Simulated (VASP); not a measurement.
# BiClO (P4/nmm) in VASP: single point with LDA

Aim: the single point of BiClO with LDA.

All numbers are computed with VASP 6.6.1; they aren't measurements. Logs are shortened: lines on timing, memory, paths and dates and some standing lists are left out, and cuts for length are marked.

**1. The cell of the first run**

The structure is tetragonal, space group P4/nmm (No. 129). Conventional cell: a = 3.886 Å, b = 3.886 Å, c = 7.349 Å, α = 90.00°, β = 90.00°, γ = 90.00°. Within 3.1 Å of Bi (site symmetry 4mm) lie 4 O at 2.31 Å and 4 Cl at 3.04 Å. Within 4.0 Å of Cl (site symmetry 4mm) lie 6 Bi at 3.04 to 3.80 Å and 4 O at 3.21 Å and 8 Cl at 3.54 to 3.89 Å. O (site symmetry -4m2) has 4 Bi at 2.31 Å and 4 O at 2.75 Å and 4 Cl at 3.21 Å within 3.3 Å.

**2. Single point, LDA**

File INCAR:

```
  PREC = Accurate
  ENCUT = 520
  EDIFF = 1E-6
  ISMEAR = 0
  SIGMA = 0.01
  LREAL = F
  LASPH = T
  NELM = 60
  ALGO = Normal
  ISIF = 2
  LWAVE = F
  LCHARG = F
  NBANDS = 37
```

File KPOINTS:

```
regular mesh
0
Gamma
  8 8 4
```

File POSCAR:

```
BiClO
1.0
    3.8855100000      0.0000000000      0.0000000000
    0.0000000000      3.8855100000      0.0000000000
    0.0000000000      0.0000000000      7.3489000000
Bi Cl O
2 2 2
Direct
    0.5000000000      0.0000000000      0.3304139370
    0.0000000000      0.5000000000      0.6695860630
    0.0000000000      0.5000000000      0.1520875282
    0.5000000000      0.0000000000      0.8479124718
    0.0000000000      0.0000000000      0.5000000000
    0.5000000000      0.5000000000      0.5000000000
```

Potentials or basis: VASP PAW LDA potentials, release 64 (Bi_d, Cl, O).

On the command line:

```console
$ cat potpaw_LDA.64/Bi_d/POTCAR potpaw_LDA.64/Cl/POTCAR potpaw_LDA.64/O/POTCAR > POTCAR
$ mpirun -np 1 vasp_std > vasp.out
```

OUTCAR:

```text
PREC = Accurate
   ENCUT = 520
   EDIFF = 1E-6
   ISMEAR = 0
   LREAL = F
   LASPH = T
   NELM = 60
   ISIF = 2

 ion  position               nearest neighbor table
   1  0.500  0.000  0.330-   5 2.31   6 2.31   6 2.31   5 2.31   3 3.04   3 3.04   3 3.04   3 3.04
                             2 3.71   2 3.71   2 3.71   2 3.71
   2  0.000  0.500  0.670-   5 2.31   6 2.31   5 2.31   6 2.31   4 3.04   4 3.04   4 3.04   4 3.04
                             1 3.71   1 3.71   1 3.71   1 3.71
   3  0.000  0.500  0.152-   1 3.04   1 3.04   1 3.04   1 3.04
   4  0.500  0.000  0.848-   2 3.04   2 3.04   2 3.04   2 3.04
   5  0.000  0.000  0.500-   1 2.31   2 2.31   2 2.31   1 2.31
   6  0.500  0.500  0.500-   1 2.31   2 2.31   1 2.31   2 2.31

  LATTYP: Found a simple tetragonal cell.
 ALAT       =     3.8855100000
 C/A-ratio  =     1.8913604649

  Lattice vectors:

 A1 = (   3.8855100000,   0.0000000000,   0.0000000000)
 A2 = (   0.0000000000,   3.8855100000,   0.0000000000)
 A3 = (   0.0000000000,   0.0000000000,   7.3489000000)

Analysis of symmetry for initial positions (statically):
=====================================================================
 Subroutine PRICEL returns:
 Original cell was already a primitive cell.

 Routine SETGRP: Setting up the symmetry group for a
 simple tetragonal supercell.

 Subroutine GETGRP returns: Found 16 space group operations
 (whereof  8 operations were pure point group operations)
 out of a pool of 16 trial point group operations.

The static configuration has the point symmetry D_2d.
 The point group associated with its full space group is D_4h.

Analysis of symmetry for dynamics (positions and initial velocities):
=====================================================================
 Subroutine PRICEL returns:
 Original cell was already a primitive cell.

 Routine SETGRP: Setting up the symmetry group for a
 simple tetragonal supercell.

 Subroutine GETGRP returns: Found 16 space group operations
 (whereof  8 operations were pure point group operations)
 out of a pool of 16 trial point group operations.

The dynamic configuration has the point symmetry D_2d.
 The point group associated with its full space group is D_4h.

 Subroutine INISYM returns: Found 16 space group operations
 (whereof  8 operations are pure point group operations),
 and found     1 'primitive' translations

----------------------------------------------------------------------------------------

[... 103 lines left out ...]
   NSW    =      0    number of steps for IOM
   IBRION =     -1    ionic relax: 0-MD 1-quasi-New 2-CG
   NFREE  =      0    steps in history (QN), initial steepest desc. (CG)
   ISIF   =      2    stress and relaxation
   ISYM   =      2    0-nonsym 1-usesym 2-fastsym
   POTIM  = 0.5000    time-step for ionic-motion
   TEBEG  =    0.0;   TEEND  =   0.0 temperature during run
   PSTRESS=    0.0 pullay stress
   NELECT =      56.0000    total number of electrons
   NUPDOWN=      -1.0000    fix difference up-down
   EMIN   =  10.00;   EMAX   =-10.00  energy-range for DOS
   EFERMI =   0.00;   METHOD = LEGACY
   ISMEAR =     0;   SIGMA  =   0.01  broadening in eV -4-tet -1-fermi 0-gaus
   EFERMI_NEDOS =   21; number of points for ismear=-14 and -15
   IALGO  =     38    algorithm
   IMIX   =      4    mixing-type and parameters
     AMIX     =   0.40;   BMIX     =  1.00
     AMIX_MAG =   1.60;   BMIX_MAG =  1.00
  volume/ion in A,a.u.               =      18.49       124.79
  Fermi-wavevector in a.u.,A,eV,Ry     =   1.303461  2.463184 23.116442  1.699011
  Thomas-Fermi vector in A             =   2.434462
   LORBIT       =      0    0 simple, 1 ext, 2 COOP (PROOUT), +10 PAW based schemes
   GGA     = CA    functional components
   LHFCALC =     F    Hartree Fock is set to
   AEXX    =    0.0000 exact exchange contribution
   IVDW    =     0    specifies the selected vdW correction
   LEPSILON=     F    determine dielectric tensor
   LRPA    =     F    only Hartree local field effects (RPA)
 non-spin polarized calculation
 Gauss-broadening in eV      SIGMA  =   0.01
  energy-cutoff  :      520.00
  volume of cell :      110.95
 maximum number of plane-waves:      3014
 NGX is ok and might be reduce to    30
   NGX = 15   NGY = 15   NGZ = 27

 number of electron      55.9999985 magnetization

 Free energy of the ion-electron system (eV)
  ---------------------------------------------------
  ext. energy  EPLUGINS =         0.00000000
  ---------------------------------------------------
  free energy    TOTEN  =       -33.02266689 eV

  energy without entropy =      -33.02266689  energy(sigma->0) =      -33.02266689

 E-fermi :   4.6788     XC(G=0): -10.7443

 val. band max:        4.5614769447   @ k =   0.3750   0.0000   0.5000
 cond. band min:       7.0091532485   @ k =   0.0000   0.0000   0.5000
 fundamental gap:      2.4476763038
 Fermi energy:         4.6788368818

 k-point     1 :       0.0000    0.0000    0.0000
  band No.  band energies     occupation
      1     -17.3011      2.00000
      2     -17.0965      2.00000
      3     -17.0965      2.00000
      4     -17.0856      2.00000
      5     -17.0811      2.00000
      6     -17.0435      2.00000
[... 949 lines left out ...]
     36      14.2449      0.00000
     37      14.7764      0.00000

 [... further k-points ...]

------------------------ aborting loop because EDIFF is reached ----------------------------------------

  FORCE on cell =-STRESS in cart. coord.  units (eV):
  Direction    XX          YY          ZZ          XY          YZ          ZX
  --------------------------------------------------------------------------------------
  -------------------------------------------------------------------------------------
  Total       -1.7358300     -1.7358300     -1.1241115      0.0000000     -0.0000000      0.0000000
  in kB      -25.0668276    -25.0668276    -16.2331039      0.0000000     -0.0000000      0.0000000
  external PRESSURE =     -22.1222530 kB  Pullay stress =       0.0000000 kB

 VOLUME and BASIS-vectors are now :
 -----------------------------------------------------------------------------
  energy-cutoff  :      520.00
  volume of cell :      110.95
      direct lattice vectors                 reciprocal lattice vectors
     3.885510000  0.000000000  0.000000000     0.257366472  0.000000000  0.000000000
     0.000000000  3.885510000  0.000000000     0.000000000  0.257366472  0.000000000
     0.000000000  0.000000000  7.348900000     0.000000000  0.000000000  0.136074787

 POSITION                                       TOTAL-FORCE (eV/Angst)
 -----------------------------------------------------------------------------------
      1.94276      0.00000      2.42818         0.000000      0.000000     -0.084428
      0.00000      1.94276      4.92072        -0.000000      0.000000      0.084428
      0.00000      1.94276      1.11768        -0.000000      0.000000     -0.002826
      1.94276      0.00000      6.23122        -0.000000      0.000000      0.002826
      0.00000      0.00000      3.67445        -0.000000     -0.000000      0.000000
      1.94276      1.94276      3.67445        -0.000000      0.000000      0.000000
 -----------------------------------------------------------------------------------
    total drift:                                0.000000      0.000000      0.000000

  FREE ENERGIE OF THE ION-ELECTRON SYSTEM (eV)
  ---------------------------------------------------
  free  energy   TOTEN  =       -33.0226668919 eV

  energy  without entropy=      -33.0226668919  energy(sigma->0) =      -33.02266689
```

stdout:

```text
POSCAR found type information on POSCAR BiClO
 POSCAR found :  3 types and       6 ions
 scaLAPACK will be used
 LDA part: xc-table for (Slater(with rela. corr.)+CA(PZ))
 , standard interpolation
 POSCAR, INCAR and KPOINTS ok, starting setup
 FFT: planning ... GRIDC
 FFT: planning ... GRID_SOFT
 FFT: planning ... GRID
 WAVECAR not read
 entering main loop
```

It took 2.4 min on 1 thread of AMD EPYC 7R13 (Zen 3), shared host; peak memory 0.25 GiB.

Results:

```
Free energy            : -33.0227 eV
Pressure               : -2.2 GPa
Largest force          : 0.084 eV/Å
Band gap on the k mesh : 2.45 eV (least direct gap 2.81 eV)
```

Forces in eV/Å, atoms in the order of the input:
```
Bi   0.000  0.000 -0.084
Bi   0.000  0.000  0.084
Cl   0.000  0.000 -0.003
Cl   0.000  0.000  0.003
O    0.000  0.000  0.000
O    0.000  0.000  0.000
```

Levels at points of the mesh, in eV from the valence-band top:
| k point | band 26 | band 27 | band 28 | band 29 | band 30 | band 31 |
| --- | --- | --- | --- | --- | --- | --- |
| (0.00, 0.00, 0.00) | -1.12 | -0.93 | -0.84 | 2.98 | 3.62 | 5.31 |
| (0.50, 0.00, 0.00) | -0.90 | -0.06 | -0.06 | 4.53 | 4.53 | 5.14 |
| (0.50, 0.50, 0.00) | -0.72 | -0.70 | -0.70 | 4.13 | 4.13 | 5.75 |
| (0.00, 0.00, 0.50) | -0.81 | -0.37 | -0.36 | 2.45 | 2.80 | 5.31 |
| (0.50, 0.00, 0.50) | -0.71 | -0.04 | -0.04 | 4.32 | 4.32 | 5.22 |
| (0.50, 0.50, 0.50) | -1.38 | -0.72 | -0.72 | 4.53 | 4.53 | 5.96 |

Caveat: spin-orbit coupling is left out, which moves the levels of the heavy elements.
